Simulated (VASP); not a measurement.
# Ru (P4_1) in VASP: relaxation of cell and atoms with PBE

Aim: the relaxation of cell and atoms of Ru with PBE.

All numbers are computed with VASP 6.6.1; they aren't measurements. Logs are shortened: lines on timing, memory, paths and dates and some standing lists are left out, and cuts for length are marked.

## Step 1: The cell of the first run

Symmetry: P4_1, No. 76, tetragonal system. The conventional cell has a = 3.560 Å, b = 3.560 Å, c = 4.666 Å, α = 90.00°, β = 90.00°, γ = 90.00°. Within 2.5 Å of Ru (site symmetry 1) lie 4 Ru at 1.91 to 2.40 Å.

The cell was built from a structure type or drawn by symmetry, and may not be a known phase.

## Step 2: Relaxation of cell and atoms, PBE

Input file INCAR:

```
SYSTEM = Ru
PREC     = Accurate       ! precision mode
ENCUT    = 600            ! plane-wave cutoff, eV
EDIFF    = 1E-6           ! SCF threshold, eV
ISMEAR   = 0              ! smearing method
SIGMA    = 0.1            ! smearing width, eV
LREAL    = .FALSE.        ! projectors in reciprocal space
LASPH    = .TRUE.         ! aspherical terms in the spheres
NELM     = 100            ! most SCF steps
ALGO     = Normal         ! electronic algorithm
ISIF     = 3              ! what is computed and relaxed
LWAVE    = .FALSE.        ! write WAVECAR
LCHARG   = .FALSE.        ! write CHGCAR
GGA      = PE             ! functional
IBRION   = 2              ! ionic algorithm
NSW      = 90             ! ionic steps
EDIFFG   = -0.04          ! ionic threshold
```

Input file KPOINTS:

```
Automatic mesh
0
G
  6 6 4
  0 0 0
```

Input file POSCAR:

```
Ru
1.0
    3.5596347207      0.0000000000      0.0000000000
    0.0000000000      3.5596347207      0.0000000000
    0.0000000000      0.0000000000      4.6663523496
Ru
4
Direct
    0.2500000000      0.6666700000      0.8750000000
    0.3333300000      0.2500000000      0.1250000000
    0.6666700000      0.7500000000      0.6250000000
    0.7500000000      0.3333300000      0.3750000000
```

Potentials or basis: VASP PAW PBE potentials, release 64 (Ru_pv).

Command:

```bash
$ cat potpaw_PBE.64/Ru_pv/POTCAR > POTCAR
$ mpirun -np 1 vasp_std > vasp.out
```

OUTCAR:

```text
SYSTEM = Ru
   PREC = Accurate
   ENCUT = 600
   EDIFF = 1E-6
   ISMEAR = 0
   LREAL = .FALSE.
   LASPH = .TRUE.
   NELM = 100
   ISIF = 3
   GGA = PE
   IBRION = 2
   NSW = 90
   EDIFFG = -0.04

 ion  position               nearest neighbor table
   1  0.250  0.667  0.875-   2 1.91   3 1.91   2 2.40   3 2.40   4 3.17   4 3.17   4 3.17   4 3.17

   2  0.333  0.250  0.125-   1 1.91   4 1.91   1 2.40   4 2.40   3 3.17   3 3.17   3 3.17   3 3.17

   3  0.667  0.750  0.625-   1 1.91   4 1.91   1 2.40   4 2.40   2 3.17   2 3.17   2 3.17   2 3.17

   4  0.750  0.333  0.375-   2 1.91   3 1.91   2 2.40   3 2.40   1 3.17   1 3.17   1 3.17   1 3.17

  LATTYP: Found a simple tetragonal cell.
 ALAT       =     3.5596347207
 C/A-ratio  =     1.3109076396

  Lattice vectors:

 A1 = (   3.5596347207,   0.0000000000,   0.0000000000)
 A2 = (   0.0000000000,   3.5596347207,   0.0000000000)
 A3 = (   0.0000000000,   0.0000000000,   4.6663523496)

Analysis of symmetry for initial positions (statically):
=====================================================================
 Subroutine PRICEL returns:
 Original cell was already a primitive cell.

 Routine SETGRP: Setting up the symmetry group for a
 simple tetragonal supercell.

 Subroutine GETGRP returns: Found  4 space group operations
 (whereof  1 operations were pure point group operations)
 out of a pool of 16 trial point group operations.

The static configuration has the point symmetry C_1 .
 The point group associated with its full space group is C_1 .

Analysis of symmetry for dynamics (positions and initial velocities):
=====================================================================
 Subroutine PRICEL returns:
 Original cell was already a primitive cell.

 Routine SETGRP: Setting up the symmetry group for a
 simple tetragonal supercell.

 Subroutine GETGRP returns: Found  4 space group operations
 (whereof  1 operations were pure point group operations)
 out of a pool of 16 trial point group operations.

The dynamic configuration has the point symmetry C_1 .
 The point group associated with its full space group is C_1 .

 Subroutine INISYM returns: Found  4 space group operations
 (whereof  1 operations are pure point group operations),
 and found     1 'primitive' translations

----------------------------------------------------------------------------------------

                                     Primitive cell

  volume of cell :      59.1273

  direct lattice vectors                    reciprocal lattice vectors
     3.559634721  0.000000000  0.000000000     0.280927701  0.000000000  0.000000000
     0.000000000  3.559634721  0.000000000     0.000000000  0.280927701  0.000000000
     0.000000000  0.000000000  4.666352350     0.000000000  0.000000000  0.214300148

  length of vectors
     3.559634721  3.559634721  4.666352350     0.280927701  0.280927701  0.214300148

  position of ions in fractional coordinates (direct lattice)
     0.250000000  0.666670000  0.875000000
     0.333330000  0.250000000  0.125000000
     0.666670000  0.750000000  0.625000000
     0.750000000  0.333330000  0.375000000

  ion indices of the primitive-cell ions
   primitive index   ion index
                 1           1
                 2           2
                 3           3
                 4           4

----------------------------------------------------------------------------------------

 KPOINTS: Automatic mesh

Automatic generation of k-mesh.
 Grid dimensions read from file:
 generate k-points for:    6    6    4

 Generating k-lattice:

  Cartesian coordinates                     Fractional coordinates (reciprocal lattice)
     0.046821284  0.000000000  0.000000000     0.166666667  0.000000000  0.000000000
     0.000000000  0.046821284  0.000000000     0.000000000  0.166666667  0.000000000
     0.000000000  0.000000000  0.053575037     0.000000000  0.000000000  0.250000000

  Length of vectors
     0.046821284  0.046821284  0.053575037

  Shift w.r.t. Gamma in fractional coordinates (k-lattice)
     0.000000000  0.000000000  0.000000000

 Subroutine IBZKPT returns following result:
 ===========================================

 Found     33 irreducible k-points:

 Following reciprocal coordinates:
            Coordinates               Weight
  0.000000  0.000000  0.000000      1.000000
  0.166667  0.000000  0.000000      4.000000
  0.333333  0.000000  0.000000      4.000000
  0.500000  0.000000  0.000000      2.000000
  0.166667  0.166667  0.000000      4.000000
  0.333333  0.166667  0.000000      4.000000
[... 16 lines left out ...]
  0.000000  0.000000  0.500000      1.000000
  0.166667  0.000000  0.500000      4.000000
 [... further k-points ...]
   k-points           NKPTS =     33   k-points in BZ     NKDIM =     33   number of bands    NBANDS=     33
   number of dos      NEDOS =    301   number of ions     NIONS =      4
   total plane-waves  NPLWV =  31360
   dimension x,y,z NGX =    28 NGY =   28 NGZ =   40
   dimension x,y,z NGXF=    56 NGYF=   56 NGZF=   80
   ions per type =               4
   NGX,Y,Z   is equivalent  to a cutoff of  13.08, 13.08, 14.25 a.u.
   NGXF,Y,Z  is equivalent  to a cutoff of  26.15, 26.15, 28.50 a.u.
 SYSTEM =  Ru
   PREC   = accura    normal or accurate (medium, high low for compatibility)
   ISTART =      0    job   : 0-new  1-cont  2-samecut
   ICHARG =      2    charge: 1-file 2-atom 10-const
   ISPIN  =      1    spin polarized calculation?
   LNONCOLLINEAR =      F non collinear calculations
   LSORBIT =      F    spin-orbit coupling
   LASPH  =      T    aspherical Exc in radial PAW
   ENCUT  =  600.0 eV  44.10 Ry    6.64 a.u.   7.11  7.11  9.32*2*pi/ulx,y,z
   NELM   =    100;   NELMIN=  2; NELMDL= -5     # of ELM steps
   EDIFF  = 0.1E-05   stopping-criterion for ELM
   LREAL  =      F    real-space projection
   EDIFFG = -.4E-01   stopping-criterion for IOM
   NSW    =     90    number of steps for IOM
   IBRION =      2    ionic relax: 0-MD 1-quasi-New 2-CG
   NFREE  =      1    steps in history (QN), initial steepest desc. (CG)
   ISIF   =      3    stress and relaxation
   ISYM   =      2    0-nonsym 1-usesym 2-fastsym
   POTIM  = 0.5000    time-step for ionic-motion
   TEBEG  =    0.0;   TEEND  =   0.0 temperature during run
   PSTRESS=    0.0 pullay stress
   NELECT =      56.0000    total number of electrons
   NUPDOWN=      -1.0000    fix difference up-down
   EMIN   =  10.00;   EMAX   =-10.00  energy-range for DOS
   EFERMI =   0.00;   METHOD = LEGACY
   ISMEAR =     0;   SIGMA  =   0.10  broadening in eV -4-tet -1-fermi 0-gaus
   EFERMI_NEDOS =   21; number of points for ismear=-14 and -15
   IALGO  =     38    algorithm
   IMIX   =      4    mixing-type and parameters
     AMIX     =   0.40;   BMIX     =  1.00
     AMIX_MAG =   1.60;   BMIX_MAG =  1.00
  volume/ion in A,a.u.               =      14.78        99.75
  Fermi-wavevector in a.u.,A,eV,Ry     =   1.607711  3.038134 35.167459  2.584735
  Thomas-Fermi vector in A             =   2.703696
   LORBIT       =      0    0 simple, 1 ext, 2 COOP (PROOUT), +10 PAW based schemes
   GGA     = PE    functional components
   LHFCALC =     F    Hartree Fock is set to
   AEXX    =    0.0000 exact exchange contribution
   IVDW    =     0    specifies the selected vdW correction
   LEPSILON=     F    determine dielectric tensor
   LRPA    =     F    only Hartree local field effects (RPA)
 conjugate gradient relaxation of ions
 non-spin polarized calculation
 Gauss-broadening in eV      SIGMA  =   0.10
  energy-cutoff  :      600.00
  volume of cell :       59.13
 maximum number of plane-waves:      1992
   NGX = 15   NGY = 15   NGZ = 19

--------------------------------------- Ionic step        1  -------------------------------------------

 number of electron      56.0000001 magnetization

 Free energy of the ion-electron system (eV)
  ---------------------------------------------------
  ext. energy  EPLUGINS =         0.00000000
  ---------------------------------------------------
  free energy    TOTEN  =       -20.96481934 eV

  energy without entropy =      -20.95950337  energy(sigma->0) =      -20.96216135

 E-fermi :  11.8196     XC(G=0): -13.0929

 val. band max:       11.7842352751   @ k =   0.5000   0.0000   0.0000
 cond. band min:      11.9364006322   @ k =   0.5000   0.0000   0.2500
 fundamental gap:      0.1521653571
 Fermi energy:        11.8195773159

 k-point     1 :       0.0000    0.0000    0.0000
  band No.  band energies     occupation
      1     -35.3200      2.00000
      2     -33.9737      2.00000
      3     -33.9737      2.00000
      4     -33.6523      2.00000
      5     -31.5166      2.00000
      6     -31.4324      2.00000
[... 892 lines left out ...]
--------------------------------------- Ionic step        2  -------------------------------------------

 number of electron      55.9999873 magnetization

 E-fermi :  -0.9019     XC(G=0):  -5.9361

 val. band max:       -0.9051441688   @ k =   0.3333   0.1667   0.0000
 cond. band min:      -0.8993862233   @ k =   0.3333   0.0000   0.0000
 fundamental gap:      0.0057579455
 Fermi energy:        -0.9019322237

 k-point     1 :       0.0000    0.0000    0.0000
  band No.  band energies     occupation
      1     -43.3782      2.00000
      2     -43.1908      2.00000
      3     -43.1908      2.00000
      4     -42.9451      2.00000
      5     -42.9023      2.00000
      6     -42.7890      2.00000
[... 924 lines left out ...]
  FREE ENERGIE OF THE ION-ELECTRON SYSTEM (eV)
  ---------------------------------------------------
  free  energy   TOTEN  =       -20.3167930991 eV

  energy  without entropy=      -20.2724802738  energy(sigma->0) =      -20.29463669

 E-fermi :   0.7773     XC(G=0):  -7.5653

 val. band max:        0.7232421253   @ k =   0.3333   0.3333   0.0000
 cond. band min:       0.8485667373   @ k =   0.3333   0.0000   0.2500
 fundamental gap:      0.1253246120
 Fermi energy:         0.7772548151

 k-point     1 :       0.0000    0.0000    0.0000
  band No.  band energies     occupation
      1     -42.0630      2.00000
      2     -41.8161      2.00000
      3     -41.8161      2.00000
      4     -41.5728      2.00000
      5     -41.3492      2.00000
      6     -41.3035      2.00000
[... 853 lines left out ...]
     32       1.1573      0.00000
     33       1.7530      0.00000

 [... further k-points ...]

 E-fermi :   4.1960     XC(G=0):  -9.9269

 val. band max:        4.1431069946   @ k =   0.1667   0.0000   0.0000
 cond. band min:       4.2326805580   @ k =   0.3333   0.0000   0.0000
 fundamental gap:      0.0895735634
 Fermi energy:         4.1960399476

 k-point     1 :       0.0000    0.0000    0.0000
  band No.  band energies     occupation
      1     -39.2149      2.00000
      2     -38.8962      2.00000
      3     -38.8962      2.00000
      4     -38.7153      2.00000
      5     -38.1519      2.00000
      6     -38.1426      2.00000
[... 853 lines left out ...]
     32       4.8525      0.00000
     33       5.7290      0.00000

 [... further k-points ...]

[... ionic steps 4 to 38 ...]

--------------------------------------- Ionic step       39  -------------------------------------------

 number of electron      56.0000004 magnetization

------------------------ aborting loop because EDIFF is reached ----------------------------------------
[... 71 lines left out ...]
--------------------------------------- Ionic step       41  -------------------------------------------

 number of electron      56.0000008 magnetization

 Free energy of the ion-electron system (eV)
  ---------------------------------------------------
  ext. energy  EPLUGINS =         0.00000000
  ---------------------------------------------------
  free energy    TOTEN  =       -32.41348104 eV

  energy without entropy =      -32.39348157  energy(sigma->0) =      -32.40348131

 E-fermi :   8.8739     XC(G=0): -12.2430

 val. band max:        8.8471866134   @ k =   0.3333   0.3333   0.2500
 cond. band min:       8.9135306388   @ k =   0.3333   0.0000   0.5000
 fundamental gap:      0.0663440254
 Fermi energy:         8.8738663770

 k-point     1 :       0.0000    0.0000    0.0000
  band No.  band energies     occupation
      1     -34.6479      2.00000
      2     -34.5995      2.00000
      3     -34.5995      2.00000
      4     -34.5018      2.00000
      5     -34.1961      2.00000
      6     -34.0191      2.00000
[... 886 lines left out ...]
  FREE ENERGIE OF THE ION-ELECTRON SYSTEM (eV)
  ---------------------------------------------------
  free  energy   TOTEN  =       -32.4134810443 eV

  energy  without entropy=      -32.3934815665  energy(sigma->0) =      -32.40348131

 reached required accuracy - stopping structural energy minimisation
```

Run time: 21 min. Hardware: 1 thread of Intel Xeon Platinum 8488C (Sapphire Rapids), shared host; peak memory 0.21 GiB.

What came out:

- Free energy: -32.4135 eV
- Relaxed volume: 17.75 Å³/atom
- Relaxed cell: a = 3.967 Å, b = 3.967 Å, c = 4.511 Å, α = 90.00°, β = 90.00°, γ = 90.00°
- Space group after relaxing (to 0.1 Å): P4_12_12 (No. 92)
- Pressure after relaxing: -0.2 GPa
- Largest force after relaxing: 0.014 eV/Å
- Band gap on the k mesh: zero (bands 28 and 29 overlap by 0.34 eV)

Forces in eV/Å, atoms in the order of the input:
```
Ru   0.014 -0.001  0.000
Ru   0.001  0.014  0.000
Ru  -0.001 -0.014  0.000
Ru  -0.014  0.001  0.000
```

Stress tensor (GPa, compression positive):
```
-0.26  0.00  0.00
 0.00 -0.26  0.00
 0.00  0.00 -0.13
```

Final structure:
```cif
data_structure
_symmetry_space_group_name_H-M 'P 1'
_symmetry_Int_Tables_number 1
_cell_length_a 3.9668
_cell_length_b 3.9668
_cell_length_c 4.5111
_cell_angle_alpha 90.000
_cell_angle_beta 90.000
_cell_angle_gamma 90.000
_cell_volume 70.98
loop_
_atom_site_label
_atom_site_type_symbol
_atom_site_fract_x
_atom_site_fract_y
_atom_site_fract_z
_atom_site_occupancy
Ru1 Ru 0.15398 0.65432 0.87500 1
Ru2 Ru 0.34568 0.15398 0.12500 1
Ru3 Ru 0.65432 0.84602 0.62500 1
Ru4 Ru 0.84602 0.34568 0.37500 1
```

Caveat: the volume moved by over 15 % at a fixed basis, so the end points are rough.
